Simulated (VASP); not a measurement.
# Sr4Ti3FeO12 (P4/mmm) in VASP: single point with PBEsol+U

Aim: the single point of Sr4Ti3FeO12 with PBEsol+U.

All numbers are computed with VASP 6.6.1; they aren't measurements. Logs are shortened: lines on timing, memory, paths and dates and some standing lists are left out, and cuts for length are marked.

## 1. The cell of the first run

Symmetry: P4/mmm, No. 123, tetragonal system. Conventional cell: a = 5.520 Å, b = 5.520 Å, c = 7.807 Å, α = 90.00°, β = 90.00°, γ = 90.00°. Within 3.6 Å of Sr (site symmetry 2mm) lie 12 O at 2.75 to 2.77 Å and 2 Fe at 3.37 Å and 6 Ti at 3.37 to 3.39 Å. Within 2.6 Å of Fe (site symmetry 4/mmm) lie 6 O at 1.95 to 1.96 Å. Within 2.6 Å of Ti (site symmetry 4/mmm) lie 6 O at 1.95 Å. Ti (site symmetry 4/mmm) has 6 O at 1.95 Å within 2.6 Å. Within 2.6 Å of Ti (site symmetry 4/mmm) lie 6 O at 1.95 Å. Within 2.6 Å of O (site symmetry 4mm) lie 1 Ti at 1.95 Å and 1 Fe at 1.96 Å. O (site symmetry 4mm) has 2 Ti at 1.95 Å within 2.6 Å. O (site symmetry m2m) has 1 Ti at 1.95 Å and 1 Fe at 1.95 Å within 2.6 Å.

## 2. Single point, PBEsol+U

INCAR reads:

```
SYSTEM = Sr4Ti3FeO12
PREC = Accurate ; ENCUT = 520
EDIFF = 1E-7 ; ISMEAR = 0
SIGMA = 0.05 ; LREAL = Auto
LASPH = .TRUE. ; NELM = 150
ALGO = Normal ; ISIF = 2
LWAVE = .FALSE. ; LCHARG = .FALSE.
LMAXMIX = 4 ; LDAU = .TRUE.
LDAUTYPE = 2 ; LDAUL = -1 2 -1 -1
LDAUU = 0 4 0 0 ; LDAUJ = 0 0 0 0
LDAUPRINT = 1 ; GGA = PS
NBANDS = 94
```

KPOINTS reads:

```
Automatic mesh
0
G
  3 3 2
  0 0 0
```

POSCAR reads:

```
Sr4Ti3FeO12
1.0
    3.9033639000      3.9033639000      0.0000000000
   -3.9033639000      3.9033639000      0.0000000000
    0.0000000000      0.0000000000      7.8067278000
Sr Fe Ti O
4 1 3 12
Direct
    0.5000000000      0.0000000000      0.2481632609
    0.5000000000      0.0000000000      0.7518367391
    0.0000000000      0.5000000000      0.2481632609
    0.0000000000      0.5000000000      0.7518367391
    0.0000000000      1.0000000000      1.0000000000
    0.0000000000      1.0000000000      0.5000000000
    0.5000000000      0.5000000000      1.0000000000
    0.5000000000      0.5000000000      0.5000000000
    0.0000000000      1.0000000000      0.2505346730
    0.0000000000      1.0000000000      0.7494653270
    0.5000000000      0.5000000000      0.2498405822
    0.5000000000      0.5000000000      0.7501594178
    0.2502656258      0.7497343742      1.0000000000
    0.2502331082      0.7497668918      0.5000000000
    0.7497343742      0.2502656258      1.0000000000
    0.7497668918      0.2502331082      0.5000000000
    0.2502656258      0.2502656258      1.0000000000
    0.2502331082      0.2502331082      0.5000000000
    0.7497343742      0.7497343742      1.0000000000
    0.7497668918      0.7497668918      0.5000000000
```

Potentials or basis: VASP PAW PBE potentials, release 64 (Sr_sv, Fe, Ti_sv, O).

The run is started by

```sh
cat potpaw_PBE.64/Sr_sv/POTCAR potpaw_PBE.64/Fe/POTCAR potpaw_PBE.64/Ti_sv/POTCAR potpaw_PBE.64/O/POTCAR > POTCAR
mpirun -np 1 vasp_std > vasp.out
```

OUTCAR:

```text
SYSTEM = Sr4Ti3FeO12
   PREC = Accurate
   ENCUT = 520
   EDIFF = 1E-7
   ISMEAR = 0
   LREAL = Auto
   LASPH = .TRUE.
   NELM = 150
   ISIF = 2
   GGA = PS

 ion  position               nearest neighbor table
   1  0.500  0.000  0.248-  13 2.75  15 2.75  17 2.75  19 2.75  11 2.76  11 2.76   9 2.76   9 2.76
                            16 2.77  20 2.77  14 2.77  18 2.77   7 3.37   5 3.37   5 3.37   7 3.37
   2  0.500  0.000  0.752-  13 2.75  15 2.75  17 2.75  19 2.75  12 2.76  12 2.76  10 2.76  10 2.76
                            16 2.77  20 2.77  14 2.77  18 2.77   7 3.37   5 3.37   5 3.37   7 3.37
   3  0.000  0.500  0.248-  13 2.75  15 2.75  17 2.75  19 2.75  11 2.76  11 2.76   9 2.76   9 2.76
                            16 2.77  20 2.77  14 2.77  18 2.77   5 3.37   5 3.37   7 3.37   7 3.37
   4  0.000  0.500  0.752-  13 2.75  15 2.75  17 2.75  19 2.75  12 2.76  12 2.76  10 2.76  10 2.76
                            16 2.77  20 2.77  14 2.77  18 2.77   5 3.37   5 3.37   7 3.37   7 3.37
   5  0.000  0.000  0.000-  13 1.95  15 1.95  17 1.95  19 1.95   9 1.96  10 1.96   3 3.37   4 3.37
                             1 3.37   2 3.37   3 3.37   4 3.37   1 3.37   2 3.37
   6  0.000  0.000  0.500-   9 1.95  10 1.95  14 1.95  16 1.95  18 1.95  20 1.95   3 3.39   4 3.39
                             1 3.39   2 3.39   3 3.39   4 3.39   1 3.39   2 3.39
   7  0.500  0.500  0.000-  13 1.95  15 1.95  17 1.95  19 1.95  11 1.95  12 1.95   3 3.37   4 3.37
                             1 3.37   2 3.37   1 3.37   2 3.37   3 3.37   4 3.37
   8  0.500  0.500  0.500-  14 1.95  16 1.95  18 1.95  20 1.95  11 1.95  12 1.95   3 3.39   4 3.39
                             1 3.39   2 3.39   1 3.39   2 3.39   3 3.39   4 3.39
   9  0.000  0.000  0.251-   6 1.95   5 1.96   1 2.76   3 2.76   3 2.76   1 2.76
  10  0.000  0.000  0.749-   6 1.95   5 1.96   2 2.76   4 2.76   4 2.76   2 2.76
  11  0.500  0.500  0.250-   7 1.95   8 1.95   1 2.76   3 2.76   1 2.76   3 2.76
  12  0.500  0.500  0.750-   7 1.95   8 1.95   2 2.76   4 2.76   2 2.76   4 2.76
  13  0.250  0.750  0.000-   7 1.95   5 1.95   3 2.75   4 2.75   1 2.75   2 2.75
  14  0.250  0.750  0.500-   8 1.95   6 1.95   3 2.77   4 2.77   1 2.77   2 2.77
  15  0.750  0.250  0.000-   7 1.95   5 1.95   3 2.75   4 2.75   1 2.75   2 2.75
  16  0.750  0.250  0.500-   8 1.95   6 1.95   3 2.77   4 2.77   1 2.77   2 2.77
  17  0.250  0.250  0.000-   7 1.95   5 1.95   3 2.75   4 2.75   1 2.75   2 2.75
  18  0.250  0.250  0.500-   8 1.95   6 1.95   3 2.77   4 2.77   1 2.77   2 2.77
  19  0.750  0.750  0.000-   7 1.95   5 1.95   3 2.75   4 2.75   1 2.75   2 2.75
  20  0.750  0.750  0.500-   8 1.95   6 1.95   3 2.77   4 2.77   1 2.77   2 2.77

  LATTYP: Found a simple tetragonal cell.
 ALAT       =     5.5201901663
 C/A-ratio  =     1.4142135624

  Lattice vectors:

 A1 = (   3.9033639000,   3.9033639000,   0.0000000000)
 A2 = (  -3.9033639000,   3.9033639000,   0.0000000000)
[... 214 lines left out ...]
  o =  0.7105  v =  1.0000  0.0000  0.0000  0.0000  0.0000  0.0000  0.0000  0.0000  0.0000  0.0000      0.0000  0.0000  0.0000  0.0000  0.0000  0.0000  0.0000  0.0000  0.0000  0.0000
  o =  0.7105  v =  0.0000  0.0000  0.0000  0.0000  0.0000  1.0000  0.0000  0.0000  0.0000  0.0000      0.0000  0.0000  0.0000  0.0000  0.0000  0.0000  0.0000  0.0000  0.0000  0.0000
  o =  0.8444  v =  0.0000  0.9860  0.0000  0.1670  0.0000  0.0000  0.0000  0.0000  0.0000  0.0000      0.0000  0.0000  0.0000  0.0000  0.0000  0.0000  0.0000  0.0000  0.0000  0.0000
  o =  0.8444  v =  0.0000  0.0000  0.0000  0.0000  0.0000  0.0000  0.9860  0.0000  0.1670  0.0000      0.0000  0.0000  0.0000  0.0000  0.0000  0.0000  0.0000  0.0000  0.0000  0.0000
  o =  0.8444  v =  0.0000  0.0000  0.0000  0.0000  0.0000  0.0000  0.1670 -0.0000 -0.9860 -0.0000      0.0000  0.0000  0.0000  0.0000  0.0000  0.0000  0.0000  0.0000  0.0000  0.0000
  o =  0.8444  v =  0.0000  0.1670 -0.0000 -0.9860 -0.0000  0.0000  0.0000  0.0000  0.0000  0.0000      0.0000  0.0000  0.0000  0.0000  0.0000  0.0000  0.0000  0.0000  0.0000  0.0000

 number of electron     155.9999983 magnetization

 Free energy of the ion-electron system (eV)
  ---------------------------------------------------
  ext. energy  EPLUGINS =         0.00000000
  ---------------------------------------------------
  free energy    TOTEN  =      -157.58036873 eV

  energy without entropy =     -157.55024989  energy(sigma->0) =     -157.56530931

 E-fermi :   3.6287     XC(G=0): -11.5195

 val. band max:        3.6223347127   @ k =   0.0000   0.0000   0.0000
 cond. band min:       3.6318038856   @ k =   0.3333   0.3333   0.5000
 fundamental gap:      0.0094691730
 Fermi energy:         3.6287049081

 k-point     1 :       0.0000    0.0000    0.0000
  band No.  band energies     occupation
      1     -52.5735      2.00000
      2     -52.5529      2.00000
      3     -52.5468      2.00000
      4     -29.0639      2.00000
      5     -28.9888      2.00000
      6     -28.9888      2.00000
[... 547 lines left out ...]
     89       7.5057      0.00000
     90       7.5863      0.00000
 [bands above 90 left out]

------------------------ aborting loop because EDIFF is reached ----------------------------------------

  FORCE on cell =-STRESS in cart. coord.  units (eV):
  Direction    XX          YY          ZZ          XY          YZ          ZX
  --------------------------------------------------------------------------------------
  -------------------------------------------------------------------------------------
  Total       -8.2498670     -8.2498670     -6.8804568      0.0000000     -0.0000000     -0.0000000
  in kB      -55.5623256    -55.5623256    -46.3394355      0.0000000     -0.0000000     -0.0000000
  external PRESSURE =     -52.4880289 kB  Pullay stress =       0.0000000 kB

 VOLUME and BASIS-vectors are now :
 -----------------------------------------------------------------------------
  energy-cutoff  :      520.00
  volume of cell :      237.89
      direct lattice vectors                 reciprocal lattice vectors
     3.903363900  3.903363900  0.000000000     0.128094642  0.128094642  0.000000000
    -3.903363900  3.903363900  0.000000000    -0.128094642  0.128094642  0.000000000
     0.000000000  0.000000000  7.806727800     0.000000000  0.000000000  0.128094642

 POSITION                                       TOTAL-FORCE (eV/Angst)
 -----------------------------------------------------------------------------------
      1.95168      1.95168      1.93734        -0.000000      0.000000     -0.122873
      1.95168      1.95168      5.86938        -0.000000      0.000000      0.122873
     -1.95168      1.95168      1.93734        -0.000000      0.000000     -0.122873
     -1.95168      1.95168      5.86938        -0.000000      0.000000      0.122873
      0.00000      0.00000      0.00000        -0.000000      0.000000      0.000000
      0.00000      0.00000      3.90336        -0.000000      0.000000      0.000000
[... 12 lines left out ...]
      0.00000      5.85297      0.00000        -0.000000      0.660786      0.000000
      0.00000      5.85323      3.90336        -0.000000     -0.049954      0.000000
 -----------------------------------------------------------------------------------
    total drift:                                0.000000      0.000000      0.000000

  FREE ENERGIE OF THE ION-ELECTRON SYSTEM (eV)
  ---------------------------------------------------
  free  energy   TOTEN  =      -157.5803687345 eV

  energy  without entropy=     -157.5502498861  energy(sigma->0) =     -157.56530931
```

OSZICAR:

```text
N       E                     dE             d eps       ncg     rms          rms(c)
DAV:   1     0.211052477901E+04    0.21105E+04   -0.77051E+04  1152   0.182E+03
DAV:   2     0.214758202299E+03   -0.18958E+04   -0.17905E+04  1156   0.540E+02
[... 14 lines left out ...]
DAV:  17    -0.157580599398E+03   -0.37257E-03   -0.59533E-04  1592   0.157E-01    0.330E-01
DAV:  18    -0.157580452331E+03    0.14707E-03   -0.20528E-04  1634   0.109E-01    0.191E-01
DAV:  19    -0.157580364058E+03    0.88274E-04   -0.16979E-04  1624   0.109E-01    0.554E-02
DAV:  20    -0.157580366797E+03   -0.27392E-05   -0.29566E-05  1496   0.272E-02    0.387E-02
DAV:  21    -0.157580368887E+03   -0.20896E-05   -0.44033E-06  1608   0.119E-02    0.136E-02
DAV:  22    -0.157580368640E+03    0.24618E-06   -0.14196E-06  1480   0.970E-03    0.809E-03
DAV:  23    -0.157580368734E+03   -0.94022E-07   -0.47422E-07  1136   0.575E-03
   1 F= -.15758037E+03 E0= -.15756531E+03  d E =-.301188E-01
```

Run time: 11 min. Hardware: 1 thread of AMD EPYC 7R13, shared host; peak memory 0.34 GiB.

What came out:

* Free energy: -157.5804 eV
* Pressure: -5.2 GPa
* Largest force: 0.661 eV/Å
* Band gap on the k mesh: zero (band 78 reaches 3.72 eV, above the bottom of band 79 at 3.59 eV)

Forces on the atoms (eV/Å):
```
Sr   0.000  0.000 -0.123
Sr   0.000  0.000  0.123
Sr   0.000  0.000 -0.123
Sr   0.000  0.000  0.123
Fe   0.000  0.000  0.000
Ti   0.000  0.000  0.000
Ti   0.000  0.000  0.000
Ti   0.000  0.000  0.000
O    0.000  0.000 -0.518
O    0.000  0.000  0.518
O    0.000  0.000  0.171
O    0.000  0.000 -0.171
O   -0.661  0.000  0.000
O    0.050  0.000  0.000
O    0.661  0.000  0.000
O   -0.050  0.000  0.000
O    0.000 -0.661  0.000
O    0.000  0.050  0.000
O    0.000  0.661  0.000
O    0.000 -0.050  0.000
```

Stress tensor (GPa, compression positive):
```
-5.56  0.00  0.00
 0.00 -5.56  0.00
 0.00  0.00 -4.63
```

Eigenvalues of the final occupation matrices:
| site | spin | trace | eigenvalues |
| --- | --- | --- | --- |
| site 5 d | 1 | 3.10 | 0.34 0.36 0.71 0.84 0.84 |
| site 5 d | 2 | 3.10 | 0.34 0.36 0.71 0.84 0.84 |

Caveat: the k points lie up to 0.40 Å⁻¹ apart; the PAW data sets were made with another functional, which shifts forces and pressure a little; the run has no spin polarisation, though such a crystal can be magnetic; U without spin polarisation on a metal has little footing. Spin polarisation is off, so any magnetic state and its effect on volume and gap are missing.
